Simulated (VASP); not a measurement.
KMgF3, 5 atoms in the cell. It takes space group R-3m (No. 166, trigonal). Conventional cell: a = 4.723 Å, b = 4.723 Å, c = 9.834 Å, α = 90.00°, β = 90.00°, γ = 120.00°. K (site symmetry -3m) has 6 F at 2.36 Å within 3.1 Å. Mg (site symmetry -3m) has 6 F at 2.13 Å within 2.8 Å. F (site symmetry 2/m) has 2 Mg at 2.13 Å and 2 K at 2.36 Å and 4 F at 2.36 Å within 2.8 Å.  This cell differs from its parent crystal: ratio of the length along [111] to the lengths across it x 1.7, volume and fractional coordinates fixed.

```yaml
Program: VASP 6.6.1
Task: single point
Functional: PBE
Potentials_or_basis: VASP PAW PBE potentials, release 64 (K_sv, Mg, F)
Cutoff: 520 eV
k_mesh: 6 × 6 × 6
Occupations: gaussian, width 0.05 eV
Spin: no spin polarisation
Dipole_correction: no
Further_INCAR_settings: ALGO = Normal; EDIFF = 1e-06; NBANDS = 24
```

Potentials or basis: VASP PAW PBE potentials, release 64 (K_sv, Mg, F).

Launch:

```bash
$ cat potpaw_PBE.64/K_sv/POTCAR potpaw_PBE.64/Mg/POTCAR potpaw_PBE.64/F/POTCAR > POTCAR
$ mpirun -np 1 vasp_std > vasp.out
```

Hardware: 1 thread of Intel(R) Xeon(R) Platinum 8259CL CPU @ 2.50GHz (Skylake/Cascade Lake), with other jobs on the host.

**Question.** How long does it take, and how much memory?

**Answer.** It took 28 s on 1 thread of Intel(R) Xeon(R) Platinum 8259CL CPU @ 2.50GHz (Skylake/Cascade Lake), on a shared host, peak memory 0.2 GiB. Counts: scf iterations 13, k points 32.
